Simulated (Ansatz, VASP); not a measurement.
## LiCl in VASP and in Ansatz

Contents of INCAR:

```
  PREC = Accurate
  ENCUT = 520
  EDIFF = 1E-7
  ISMEAR = -1
  SIGMA = 0.02
  LREAL = False
  LASPH = True
  NELM = 80
  ALGO = Normal
  ISIF = 2
  LWAVE = False
  LCHARG = False
  GGA = PE
  NBANDS = 12
```

File KPOINTS:

```
Automatic mesh
0
Gamma
  8 8 8
```

The input POSCAR:

```
LiCl
1.0
   -0.0391736098      2.6938689370      2.6938689370
    2.6938689370     -0.0391736098      2.6938689370
    2.6938689370      2.6938689370     -0.0391736098
Li Cl
1 1
Direct
   -0.0014361518     -0.0014361518     -0.0014361518
    0.2514361518      0.2514361518      0.2514361518
```

Input for Ansatz:

```yaml
crystal:
  lattice:
    - [-0.0391736098, 2.693868937, 2.693868937]
    - [2.693868937, -0.0391736098, 2.693868937]
    - [2.693868937, 2.693868937, -0.0391736098]
  atoms:
    - { symbol: Li, position: [-0.0014361518, -0.0014361518, -0.0014361518] }
    - { symbol: Cl, position: [0.2514361518, 0.2514361518, 0.2514361518] }
kpoints:
  mp_grid: { grid: [8, 8, 8] }
  band_path:
    path:
      - [0.0, 0.0, 0.0]
      - [-0.5, -0.5, 0.0]
      - [-0.375, -0.375, 0.25]
      - [-0.375, 0.0, 0.375]
      - [0.0, 0.0, 0.5]
      - [-0.5, -0.25, 0.25]
    npoints: 1
hamiltonian:
  xc: pbe
scf:
  occupations: { method: fermi_dirac, width: 0.02 }
  n_extra_bands: 4
output:
  forces: true
  stress: true
  eigenvalues: true
```

Change from the starting cell: shear_111 strain -2.1%.

Alike in both runs: task single point; functional PBE; k mesh 8 × 8 × 8; occupations fermi-dirac, width 0.02 eV; no spin polarisation.

```csv
,VASP,Ansatz
version,VASP 6.6.1,Ansatz 0.2.0
potentials or method,"VASP PAW PBE potentials, release 64 (Li_sv, Cl)","plane waves, PAW"
plane-wave cutoff (eV),520,420
valence electrons in the cell,10,10
```

VASP gave:

* gap on the k mesh at the Fermi level (eV): 6.07

Question: Which values does Ansatz return?

Answer: gap on the k mesh at the Fermi level (eV): 6.06.

Noted on VASP's run: the cutoff is short for stress, so the pressure is rough.
